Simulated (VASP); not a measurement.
Wanted: the native input for a VASP 6.6.1 run.

```
Task                   : single point
Functional             : r2SCAN
Potentials or basis    : VASP PAW PBE potentials, release 64 (Pd)
Cutoff                 : 520 eV
k mesh                 : 15 × 15 × 15
Occupations            : fermi-dirac, width 0.1 eV
Spin                   : no spin polarisation
Dipole correction      : no
Further INCAR settings : ALGO = Normal; EDIFF = 1e-07; NBANDS = 11
```

The system is Pd.

```xyz
1
Lattice="0.0000 1.9171 1.9171 1.9171 0.0000 1.9171 1.9171 1.9171 0.0000" Properties=species:S:1:pos:R:3 pbc="T T T"
Pd    0.0000    0.0000    0.0000
```

One way to write it, as run:

POSCAR

```
Pd
1.0
    0.0000000000      1.9170581599      1.9170581599
    1.9170581599      0.0000000000      1.9170581599
    1.9170581599      1.9170581599      0.0000000000
Pd
1
Direct
    0.0000000000      0.0000000000      0.0000000000
```

INCAR.step1

```
SYSTEM = Pd
PREC = Accurate ; ENCUT = 520
ISMEAR = -1 ; SIGMA = 0.1
LREAL = .FALSE. ; LASPH = .TRUE.
NELM = 80 ; NBANDS = 11
GGA = PE ; ALGO = Normal
EDIFF = 1E-4 ; LWAVE = .TRUE.
LCHARG = .FALSE.
```

INCAR.step2

```
SYSTEM = Pd
PREC = Accurate ; ENCUT = 520
EDIFF = 1E-7 ; ISMEAR = -1
SIGMA = 0.1 ; LREAL = .FALSE.
LASPH = .TRUE. ; NELM = 80
ALGO = Normal ; ISIF = 2
LWAVE = .FALSE. ; LCHARG = .FALSE.
METAGGA = R2SCAN ; LMIXTAU = .TRUE.
NBANDS = 11 ; ISTART = 1
```

KPOINTS

```
regular mesh
0
G
  15 15 15
  0 0 0
```

Potentials or basis: VASP PAW PBE potentials, release 64 (Pd).

Run with:

```sh
$ cat potpaw_PBE.64/Pd/POTCAR > POTCAR
$ cp INCAR.step1 INCAR
$ mpirun -np 1 vasp_std > vasp.out
$ cp INCAR.step2 INCAR
$ mpirun -np 1 vasp_std > vasp.out
```

Results of the run:

```
Pressure               : 13.6 GPa
Band gap on the k mesh : zero (band 5 reaches 10.70 eV, above the bottom of band 6 at 8.92 eV)
```

Caveat: the PAW data sets were made with another functional, which shifts forces and pressure a little.

Run time: 45 s on 1 thread of Intel(R) Xeon(R) Platinum 8559C (Emerald Rapids) (shared host), peak memory 0.13 GiB.
